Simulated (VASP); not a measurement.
Runs of VASP 6.6.1 on Te3W. The structure is that of space group Pm-3m (No. 221), or close to it. The cells are those of the table. 

```csv
task,cell,cutoff (eV),gap on the mesh (eV),pressure (GPa)
single point,"a = 5.263 Å, 4 atoms",520,none,1.3
single point,"a = 5.334 Å, 4 atoms",520,none,(a)
single point,"a = 5.299 Å, 4 atoms",520,none,0.0
relaxation of cell and atoms,"relaxed from a = 5.294 Å, 4 atoms",600,none,0.0
relaxation of cell and atoms,"relaxed to 2 GPa from a = 5.299 Å, 4 atoms",600,none,2.0
single point,"a = 5.244 Å, 4 atoms",520,none,2.0
```

Alike in all rows: level PBEsol; potentials or basis VASP PAW PBE potentials, release 64 (Te, W_sv); no spin polarisation; k mesh 8 × 8 × 8; smearing fermi-dirac 0.15 eV.

**Question.** Fill in the values left out.

**Answer.** (a) -1.1.

Caveats: the PAW data sets were made with another functional, which shifts forces and pressure a little; spin-orbit coupling is left out, which moves the levels of the heavy elements; the cell is relaxed towards a set pressure, so the enthalpy falls and the energy may rise (some runs).

A k mesh can miss the band edges, and the runs leave out spin-orbit coupling on Te, W.

A gap of «none» marks levels without a gap at the run's occupations.
